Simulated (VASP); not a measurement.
The system is MoS2.

```
Mo S
1.0
     1.58759    0.91660    6.19394
    -1.58759    0.91660    6.19394
     0.00000   -1.83319    6.19394
Mo S
1 2
Cartesian
  0.0000 0.0000 -0.0003
  0.0000 0.0000 7.7486
  0.0000 0.0000 4.6395
```

Base run:

```yaml
Program: VASP 6.6.1
Functional: r2SCAN
Potentials_or_basis: VASP PAW PBE potentials, release 64 (Mo_sv, S)
Cutoff: 520 eV
k_mesh: 10 × 10 × 10
Occupations: gaussian, width 0.01 eV
Spin: no spin polarisation
```

Its results: band gap on the k mesh 1.09 eV (least direct gap 2.04 eV); pressure 1.2 GPa; largest force 0.052 eV/Å.

Question: The run is repeated on the same cell with these changes: functional from r2SCAN to PBE; occupations from gaussian, width 0.01 eV to fermi-dirac, width 0.02 eV. What comes out?

Answer: Band gap on the k mesh 0.99 eV (least direct gap 1.93 eV); pressure 2.3 GPa; largest force 0.097 eV/Å.

Caveats: the PAW data sets were made with another functional, which shifts forces and pressure a little (at least some runs).

A k mesh can miss the band edges.
